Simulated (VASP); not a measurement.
# Ta (P6_3/mmc) in VASP: notebook, part 2 of 2

VASP 6.6.1. The steps go on from the part before.

## Step 4: Single point, LDA (strain -0.0200 x Voigt [0, 0, 1, 0, 0, 0])

File INCAR:

```
PREC = Accurate ; ENCUT = 520
EDIFF = 1E-7 ; ISMEAR = 0
SIGMA = 0.15 ; LREAL = False
LASPH = True ; NELM = 60
ALGO = Fast ; ISIF = 2
LWAVE = False ; LCHARG = False
GGA = CA ; NBANDS = 18
```

File KPOINTS:

```
Automatic mesh
0
Gamma
  18 18 10
```

File POSCAR:

```
Ta
1.0
    2.9003720726      0.0000000000      0.0000000000
   -1.4501860363      2.5117958953      0.0000000000
    0.0000000000      0.0000000000      5.0629485200
Ta
2
Direct
    0.6666666667      0.3333333333      0.7500000000
    0.3333333333      0.6666666667      0.2500000000
```

Potentials or basis: VASP PAW LDA potentials, release 64 (Ta_pv).

Started as:

```sh
> cat potpaw_LDA.64/Ta_pv/POTCAR > POTCAR
> mpirun -np 1 vasp_std > vasp.out
```

OUTCAR:

```text
PREC = Accurate
   ENCUT = 520
   EDIFF = 1E-7
   ISMEAR = 0
   LREAL = False
   LASPH = True
   NELM = 60
   ISIF = 2
   GGA = CA

 ion  position               nearest neighbor table
   1  0.667  0.333  0.750-   2 3.04   2 3.04   2 3.04   2 3.04   2 3.04   2 3.04
   2  0.333  0.667  0.250-   1 3.04   1 3.04   1 3.04   1 3.04   1 3.04   1 3.04

  LATTYP: Found a hexagonal cell.
 ALAT       =     2.9003720726
 C/A-ratio  =     1.7456203526

  Lattice vectors:

 A1 = (   2.9003720726,   0.0000000000,   0.0000000000)
 A2 = (  -1.4501860363,   2.5117958953,   0.0000000000)
 A3 = (   0.0000000000,   0.0000000000,   5.0629485200)

Analysis of symmetry for initial positions (statically):
=====================================================================
 Subroutine PRICEL returns:
 Original cell was already a primitive cell.

 Routine SETGRP: Setting up the symmetry group for a
 hexagonal supercell.

 Subroutine GETGRP returns: Found 24 space group operations
 (whereof 12 operations were pure point group operations)
 out of a pool of 24 trial point group operations.

The static configuration has the point symmetry D_3d.
[... 163 lines left out ...]
  energy without entropy =      -24.98628079  energy(sigma->0) =      -25.00032248

 E-fermi :   5.6285     XC(G=0): -12.6675

 val. band max:        5.6277618769   @ k =   0.3333   0.1111   0.1000
 cond. band min:       5.6290484222   @ k =   0.1667   0.1111   0.3000
 fundamental gap:      0.0012865453
 Fermi energy:         5.6285427386

 k-point     1 :       0.0000    0.0000    0.0000
  band No.  band energies     occupation
      1     -28.7834      2.00000
      2     -27.8470      2.00000
      3     -27.7987      2.00000
      4     -27.7987      2.00000
      5     -27.6982      2.00000
      6     -27.6982      2.00000
[... 481 lines left out ...]
      5     -28.0145      2.00000
      6     -27.9757      2.00000
[... 10 lines left out ...]
     17      12.9864      0.00000
     18      14.8309      0.00000

 [... further k-points ...]

------------------------ aborting loop because EDIFF is reached ----------------------------------------

  FORCE on cell =-STRESS in cart. coord.  units (eV):
  Direction    XX          YY          ZZ          XY          YZ          ZX
  --------------------------------------------------------------------------------------
  -------------------------------------------------------------------------------------
  Total       -2.1643166     -2.1643166     -1.0893892     -0.0000000      0.0000000     -0.0000000
  in kB      -94.0134102    -94.0134102    -47.3207991     -0.0000000      0.0000000     -0.0000000
  external PRESSURE =     -78.4492065 kB  Pullay stress =       0.0000000 kB

 VOLUME and BASIS-vectors are now :
 -----------------------------------------------------------------------------
  energy-cutoff  :      520.00
  volume of cell :       36.88
      direct lattice vectors                 reciprocal lattice vectors
     2.900372073  0.000000000  0.000000000     0.344783350  0.199060760  0.000000000
    -1.450186036  2.511795895  0.000000000     0.000000000  0.398121520  0.000000000
     0.000000000  0.000000000  5.062948520     0.000000000  0.000000000  0.197513365

 POSITION                                       TOTAL-FORCE (eV/Angst)
 -----------------------------------------------------------------------------------
      1.45019      0.83727      3.79721        -0.000000      0.000000      0.000000
     -0.00000      1.67453      1.26574         0.000000     -0.000000      0.000000
 -----------------------------------------------------------------------------------
    total drift:                               -0.000000      0.000000     -0.000000

  FREE ENERGIE OF THE ION-ELECTRON SYSTEM (eV)
  ---------------------------------------------------
  free  energy   TOTEN  =       -25.0143641667 eV

  energy  without entropy=      -24.9862807931  energy(sigma->0) =      -25.00032248
```

OSZICAR:

```text
N       E                     dE             d eps       ncg     rms          rms(c)
DAV:   1     0.167893104029E+03    0.16789E+03   -0.12783E+04  8008   0.126E+03
DAV:   2    -0.217267830420E+02   -0.18962E+03   -0.18657E+03  9724   0.354E+02
DAV:   3    -0.259843353848E+02   -0.42576E+01   -0.41857E+01  9668   0.499E+01
DAV:   4    -0.260169898586E+02   -0.32654E-01   -0.32584E-01  9074   0.444E+00
DAV:   5    -0.260172205815E+02   -0.23072E-03   -0.23071E-03  9194   0.364E-01    0.180E+01
RMM:   6    -0.252491609624E+02    0.76806E+00   -0.72751E-01  8115   0.615E+00    0.855E+00
RMM:   7    -0.250146178650E+02    0.23454E+00   -0.84184E-01  8943   0.604E+00    0.485E-01
RMM:   8    -0.250138639058E+02    0.75396E-03   -0.42642E-02  9689   0.147E+00    0.431E-01
RMM:   9    -0.250146238888E+02   -0.75998E-03   -0.10492E-02  9912   0.582E-01    0.251E-01
RMM:  10    -0.250143495030E+02    0.27439E-03   -0.23877E-03  8881   0.365E-01    0.806E-02
RMM:  11    -0.250143584838E+02   -0.89808E-05   -0.29184E-04 10756   0.115E-01    0.224E-02
RMM:  12    -0.250143637526E+02   -0.52688E-05   -0.51557E-05 11087   0.498E-02    0.227E-02
RMM:  13    -0.250143641626E+02   -0.40994E-06   -0.72041E-06 10034   0.156E-02    0.148E-02
RMM:  14    -0.250143643563E+02   -0.19370E-06   -0.14748E-06  9588   0.642E-03    0.832E-03
RMM:  15    -0.250143641544E+02    0.20185E-06   -0.10028E-06  9078   0.676E-03    0.580E-03
RMM:  16    -0.250143641667E+02   -0.12302E-07   -0.13372E-07  6264   0.179E-03
   1 F= -.25014364E+02 E0= -.25000322E+02  d E =-.280834E-01
```

Wall time 56 s (1 thread of Intel Xeon 6975P-C (Granite Rapids), shared host); peak memory 0.23 GiB.

Results:

```yaml
Free_energy: -25.0144 eV
Pressure: -7.8 GPa
Band_gap_on_the_k_mesh: zero (bands 11 and 12 overlap by 2.34 eV)
```

Caveat: the cell differs from its parent crystal (strain -0.0200 x Voigt [0, 0, 1, 0, 0, 0]); the cell stands under tension; spin-orbit coupling is left out, which moves the levels of the heavy elements.

## Step 5: Overview

```csv
cell,further INCAR settings,gap on the mesh (eV),pressure (GPa)
"a = 2.900, b = 2.900, c = 4.960 Å, angles 90.0, 90.0, 120.0°, 2 atoms",ALGO = Fast; EDIFF = 1e-07; NBANDS = 18,none,-4.1
"a = 2.900, b = 2.900, c = 5.011 Å, angles 90.0, 90.0, 120.0°, 2 atoms",ALGO = Fast; EDIFF = 1e-06; NBANDS = 18,none,-6.0
"a = 2.900, b = 2.900, c = 5.063 Å, angles 90.0, 90.0, 120.0°, 2 atoms",ALGO = Fast; EDIFF = 1e-07; NBANDS = 18,none,-7.8
```

Alike in all rows: task single point; level LDA; potentials or basis VASP PAW LDA potentials, release 64 (Ta_pv); no spin polarisation; k mesh 18 × 18 × 10; cutoff (eV) 520; smearing gaussian 0.15 eV.

Caveats: the cell stands under tension; spin-orbit coupling is left out, which moves the levels of the heavy elements.

Total energies depend on the potentials used, so only differences within one code and one set of settings carry meaning.
